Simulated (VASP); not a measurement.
Input of a VASP 6.6.1 run:

INCAR

```
SYSTEM = C
PREC     = Accurate       ! precision mode
ENCUT    = 520            ! plane-wave cutoff, eV
EDIFF    = 1E-7           ! SCF threshold, eV
ISMEAR   = 0              ! smearing method
SIGMA    = 0.02           ! smearing width, eV
LREAL    = .FALSE.        ! projectors in reciprocal space
LASPH    = .TRUE.         ! aspherical terms in the spheres
NELM     = 120            ! most SCF steps
ALGO     = Normal         ! electronic algorithm
ISIF     = 2              ! what is computed and relaxed
LWAVE    = .FALSE.        ! write WAVECAR
LCHARG   = .FALSE.        ! write CHGCAR
GGA      = PE             ! functional
IBRION   = 2              ! ionic algorithm
NSW      = 60             ! ionic steps
EDIFFG   = -0.002         ! ionic threshold
GGA_COMPAT= .FALSE.      
NELMIN   = 4
```

File KPOINTS:

```
regular mesh
0
G
  9 9 9
  0 0 0
```

The input POSCAR:

```
C
1.0
   -0.0071432120      1.7518727399      1.7518727399
    1.7518727399     -0.0071432120      1.7518727399
    1.7518727399      1.7518727399     -0.0071432120
C
2
Direct
    0.0001625484      0.0001625484      0.0001625484
    0.2498374516      0.2498374516      0.2498374516
```

Potentials or basis: VASP PAW PBE potentials, release 64 (C).

Run with:

```console
$ cat potpaw_PBE.64/C/POTCAR > POTCAR
$ mpirun -np 1 vasp_std > vasp.out
```

Task: What does it give for the band gap on the k mesh?

Result: 4.24 eV (least direct gap 5.64 eV).

Task: Estimate the energy gained by relaxing.

Result: 0.1 meV/atom.

Stress tensor (GPa, compression positive):
```
25.38  2.56  2.56
 2.56 25.38  2.56
 2.56  2.56 25.38
```

Caveat: the cell differs from its parent crystal (strained cell); an odd mesh through Γ misses points on the zone boundary, where band edges can lie.
